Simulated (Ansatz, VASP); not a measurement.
# One calculation of Ge, two programs

```xyz
2
Lattice="0.0000 2.9744 2.9744 2.9744 0.0000 2.9744 2.9744 2.9744 0.0000" Properties=species:S:1:pos:R:3 pbc="T T T"
Ge    0.0000    0.0000    0.0000
Ge    1.4872    1.4872    1.4872
```

Alike in both runs: task single point; functional r2SCAN; k mesh 6 × 6 × 6; occupations gaussian, width 0.1 eV; no spin polarisation.

|  | VASP | Ansatz |
| --- | --- | --- |
| version | VASP 6.6.1 | Ansatz 0.2.0 |
| potentials or method | VASP PAW PBE potentials, release 64 (Ge_d), cutoff 520 eV | scalar-relativistic, plane waves, PAW |
| valence electrons in the cell | 28 | 28 |

|  | VASP | Ansatz | Ansatz less VASP |
| --- | --- | --- | --- |
| gap on the k mesh at the Fermi level (eV) | none | none | - |
| pressure (GPa) | -7.0 | -7.0 | +0.01 |

VASP's potentials were made for PBE, not for r2SCAN. A gap of «none» marks a metal or a gap that the smearing closes.
